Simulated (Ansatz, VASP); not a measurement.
# Ni in VASP and in Ansatz

```
CELL_PARAMETERS angstrom
0.00000 1.73306 1.73306
1.73306 0.00000 1.73306
1.73306 1.73306 0.00000
ATOMIC_POSITIONS crystal
Ni 0.00000 0.00000 0.00000
```

Alike in both runs: task single point; functional r2SCAN; k mesh 16 × 16 × 16; occupations fermi-dirac, width 0.1 eV; no spin polarisation.

```csv
,VASP,Ansatz
version,VASP 6.6.1,Ansatz 0.2.0
potentials or method,"VASP PAW PBE potentials, release 64 (Ni), cutoff 520 eV","plane waves (500 eV) with PAW, scalar-relativistic"
valence electrons in the cell,10,18
```

Ansatz gave:

```
pressure (GPa) : 0.1
```

Problem. Estimate VASP's values.

Solution. Pressure (GPa): 0.8.

VASP's potentials were made for PBE, not for r2SCAN. VASP's potentials hold 10 valence electrons a cell and Ansatz's 18, so a difference there can come from the potentials and not from the codes.
